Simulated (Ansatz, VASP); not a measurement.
Two plane-wave programs on Ta

Contents of INCAR:

```
PREC = Accurate
ENCUT = 520
EDIFF = 1E-6
ISMEAR = 0
SIGMA = 0.1
LREAL = F
LASPH = T
NELM = 60
ALGO = Normal
ISIF = 2
LWAVE = F
LCHARG = F
GGA = PE
NBANDS = 18
```

Contents of KPOINTS:

```
Automatic mesh
0
Gamma
  18 18 8
```

The input POSCAR:

```
Ta
1.0
    2.8639724031      0.0000000000      0.0000000000
   -1.4319862015      2.4802728568      0.0000000000
    0.0000000000      0.0000000000      5.1789313713
Ta
2
Direct
    0.6666666700      0.3333333300      0.7500000000
    0.3333333300      0.6666666700      0.2500000000
```

Input for Ansatz:

```yaml
crystal:
  lattice:
    - [2.8639724031, 0.0, 0.0]
    - [-1.4319862015, 2.4802728568, 0.0]
    - [0.0, 0.0, 5.1789313713]
  atoms:
    - { symbol: Ta, position: [0.66666667, 0.33333333, 0.75] }
    - { symbol: Ta, position: [0.33333333, 0.66666667, 0.25] }
basis:
  ecutwfc: 420
kpoints:
  mp_grid: { grid: [18, 18, 8] }
hamiltonian:
  xc: pbe
scf:
  occupations: { method: gaussian, width: 0.1 }
output:
  forces: true
  stress: true
  eigenvalues: true
```

Alike in both runs: task single point; functional PBE; k mesh 18 × 18 × 8; occupations gaussian, width 0.1 eV; no spin polarisation.

```csv
,VASP,Ansatz
version,VASP 6.6.1,Ansatz 0.2.0
potentials or method,"VASP PAW PBE potentials, release 64 (Ta_pv), cutoff 520 eV","scalar-relativistic, plane waves, PAW"
valence electrons in the cell,22,26
```

Ansatz gave:

```
gap on the k mesh at the Fermi level (eV)                     : none
pressure (GPa)                                                : 3.9
traceless stress, the component that is largest in VASP (GPa) : -3.23
```

Task: Estimate VASP's values.

Result: gap on the k mesh at the Fermi level (eV): none; pressure (GPa): 4.0; traceless stress, the component that is largest in VASP (GPa): -3.23.

A gap of «none» marks a metal or a gap that the smearing closes. VASP's potentials hold 22 valence electrons a cell and Ansatz's 26, so a difference there can come from the potentials and not from the codes.

Spin-orbit coupling is off throughout.
